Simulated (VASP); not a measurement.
# GaGe3 (Fm-3m) in VASP: settings compared, part 3 of 3

VASP 6.6.1. Earlier steps stand in the parts before.

**6. Single point, LDA**

This run uses another cell than the first one, of 19.43 Å³/atom, 1.042 times its volume.

INCAR

```
SYSTEM = GaGe3
PREC     = Accurate       ! precision mode
ENCUT    = 520            ! plane-wave cutoff, eV
EDIFF    = 1E-7           ! SCF threshold, eV
ISMEAR   = -1             ! smearing method
SIGMA    = 0.05           ! smearing width, eV
LREAL    = .FALSE.        ! projectors in reciprocal space
LASPH    = .TRUE.         ! aspherical terms in the spheres
NELM     = 80             ! most SCF steps
ALGO     = Normal         ! electronic algorithm
ISIF     = 2              ! what is computed and relaxed
LWAVE    = .FALSE.        ! write WAVECAR
LCHARG   = .FALSE.        ! write CHGCAR
NBANDS   = 36             ! bands
```

KPOINTS

```
regular mesh
0
G
  7 7 7
  0 0 0
```

POSCAR

```
GaGe3
1.0
    0.0000000000      3.3871670000      3.3871670000
    3.3871670000      0.0000000000      3.3871670000
    3.3871670000      3.3871670000      0.0000000000
Ge Ga
3 1
Direct
    0.5000000000      0.5000000000      0.5000000000
    0.7500000000      0.7500000000      0.7500000000
    0.2500000000      0.2500000000      0.2500000000
    0.0000000000      0.0000000000      0.0000000000
```

Potentials or basis: VASP PAW LDA potentials, release 64 (Ge_d, Ga_d).

Launch:

```
$ cat potpaw_LDA.64/Ge_d/POTCAR potpaw_LDA.64/Ga_d/POTCAR > POTCAR
$ mpirun -np 1 vasp_std > vasp.out
```

OUTCAR:

```text
SYSTEM = GaGe3
   PREC = Accurate
   ENCUT = 520
   EDIFF = 1E-7
   ISMEAR = -1
   LREAL = .FALSE.
   LASPH = .TRUE.
   NELM = 80
   ISIF = 2

 ion  position               nearest neighbor table
   1  0.500  0.500  0.500-
   2  0.750  0.750  0.750-
   3  0.250  0.250  0.250-
   4  0.000  0.000  0.000-

  LATTYP: Found a face centered cubic cell.
 ALAT       =     6.7743340000

  Lattice vectors:

 A1 = (   0.0000000000,   3.3871670000,   3.3871670000)
 A2 = (   3.3871670000,   0.0000000000,   3.3871670000)
 A3 = (   3.3871670000,   3.3871670000,   0.0000000000)

Analysis of symmetry for initial positions (statically):
=====================================================================
 Subroutine PRICEL returns:
 Original cell was already a primitive cell.

 Routine SETGRP: Setting up the symmetry group for a
 face centered cubic supercell.

 Subroutine GETGRP returns: Found 48 space group operations
 (whereof 48 operations were pure point group operations)
 out of a pool of 48 trial point group operations.

The static configuration has the point symmetry O_h .

Analysis of symmetry for dynamics (positions and initial velocities):
=====================================================================
 Subroutine PRICEL returns:
 Original cell was already a primitive cell.

 Routine SETGRP: Setting up the symmetry group for a
 face centered cubic supercell.

 Subroutine GETGRP returns: Found 48 space group operations
 (whereof 48 operations were pure point group operations)
 out of a pool of 48 trial point group operations.

The dynamic configuration has the point symmetry O_h .

 Subroutine INISYM returns: Found 48 space group operations
 (whereof 48 operations are pure point group operations),
[... 107 lines left out ...]
   NUPDOWN=      -1.0000    fix difference up-down
   EMIN   =  10.00;   EMAX   =-10.00  energy-range for DOS
   EFERMI =   0.00;   METHOD = LEGACY
   ISMEAR =    -1;   SIGMA  =   0.05  broadening in eV -4-tet -1-fermi 0-gaus
   EFERMI_NEDOS =   21; number of points for ismear=-14 and -15
   IALGO  =     38    algorithm
   IMIX   =      4    mixing-type and parameters
     AMIX     =   0.40;   BMIX     =  1.00
     AMIX_MAG =   1.60;   BMIX_MAG =  1.00
  volume/ion in A,a.u.               =      19.43       131.12
  Fermi-wavevector in a.u.,A,eV,Ry     =   1.458867  2.756859 28.957195  2.128294
  Thomas-Fermi vector in A             =   2.575501
   LORBIT       =      0    0 simple, 1 ext, 2 COOP (PROOUT), +10 PAW based schemes
   GGA     = CA    functional components
   LHFCALC =     F    Hartree Fock is set to
   AEXX    =    0.0000 exact exchange contribution
   IVDW    =     0    specifies the selected vdW correction
   LEPSILON=     F    determine dielectric tensor
   LRPA    =     F    only Hartree local field effects (RPA)
 non-spin polarized calculation
  energy-cutoff  :      520.00
  volume of cell :       77.72
 maximum number of plane-waves:      2106
   NGX = 17   NGY = 17   NGZ = 17

 number of electron      55.0000038 magnetization

 Free energy of the ion-electron system (eV)
  ---------------------------------------------------
  ext. energy  EPLUGINS =         0.00000000
  ---------------------------------------------------
  free energy    TOTEN  =       -18.18194904 eV

  energy without entropy =      -18.17170980  energy(sigma->0) =      -18.17682942

 E-fermi :   5.8266     XC(G=0): -11.3696

 val. band max:        5.7504034645   @ k =  -0.4286   0.1429   0.0000
 cond. band min:       5.8939794154   @ k =   0.4286   0.2857   0.0000
 fundamental gap:      0.1435759509
 Fermi energy:         5.8266169380

 k-point     1 :       0.0000    0.0000    0.0000
  band No.  band energies     occupation
      1     -18.9135      2.00000
      2     -18.9135      2.00000
      3     -18.9080      2.00000
      4     -18.9080      2.00000
      5     -18.9080      2.00000
      6     -18.8887      2.00000
[... 769 lines left out ...]
     35      12.4580      0.00000
     36      12.7532      0.00000

------------------------ aborting loop because EDIFF is reached ----------------------------------------

  FORCE on cell =-STRESS in cart. coord.  units (eV):
  Direction    XX          YY          ZZ          XY          YZ          ZX
  --------------------------------------------------------------------------------------
  -------------------------------------------------------------------------------------
  Total       -2.6640750     -2.6640750     -2.6640750     -0.0000000     -0.0000000      0.0000000
  in kB      -54.9183155    -54.9183155    -54.9183155     -0.0000000     -0.0000000      0.0000000
  external PRESSURE =     -54.9183155 kB  Pullay stress =       0.0000000 kB

 VOLUME and BASIS-vectors are now :
 -----------------------------------------------------------------------------
  energy-cutoff  :      520.00
  volume of cell :       77.72
      direct lattice vectors                 reciprocal lattice vectors
     0.000000000  3.387167000  3.387167000    -0.147615987  0.147615987  0.147615987
     3.387167000  0.000000000  3.387167000     0.147615987 -0.147615987  0.147615987
     3.387167000  3.387167000  0.000000000     0.147615987  0.147615987 -0.147615987

 POSITION                                       TOTAL-FORCE (eV/Angst)
 -----------------------------------------------------------------------------------
      3.38717      3.38717      3.38717        -0.000000     -0.000000     -0.000000
      5.08075      5.08075      5.08075        -0.000000      0.000000      0.000000
      1.69358      1.69358      1.69358         0.000000      0.000000     -0.000000
      0.00000      0.00000      0.00000        -0.000000     -0.000000     -0.000000
 -----------------------------------------------------------------------------------
    total drift:                                0.000000      0.000000      0.000000

  FREE ENERGIE OF THE ION-ELECTRON SYSTEM (eV)
  ---------------------------------------------------
  free  energy   TOTEN  =       -18.1819490373 eV

  energy  without entropy=      -18.1717098017  energy(sigma->0) =      -18.17682942
```

Wall time 35 s (1 thread of Intel Xeon Platinum 8375C at 2.90GHz (Ice Lake), shared host); peak memory 0.19 GiB.

Results:

* Free energy: -18.1819 eV
* Pressure: -5.5 GPa

**7. The runs side by side**

```tsv
level	potentials or basis	cell	gap on the mesh (eV)	pressure (GPa)
LDA	VASP PAW LDA potentials, release 64 (Ge_d, Ga_d)	a = 4.725 Å, angles 60.0°, 4 atoms	none	-3.1
PBE	VASP PAW PBE potentials, release 64 (Ge_d, Ga_d)	a = 4.725 Å, angles 60.0°, 4 atoms	none	2.3
LDA	VASP PAW LDA potentials, release 64 (Ge_d, Ga_d)	a = 4.758 Å, angles 60.0°, 4 atoms	none	-4.3
PBE	VASP PAW PBE potentials, release 64 (Ge_d, Ga_d)	a = 4.758 Å, angles 60.0°, 4 atoms	none	0.9
LDA	VASP PAW LDA potentials, release 64 (Ge_d, Ga_d)	a = 4.790 Å, angles 60.0°, 4 atoms	none	-5.5
```

Alike in all rows: task single point; no spin polarisation; k mesh 7 × 7 × 7; cutoff (eV) 520; smearing fermi-dirac 0.05 eV.

Total energies depend on the potentials used, so only differences within one code and one set of settings carry meaning.
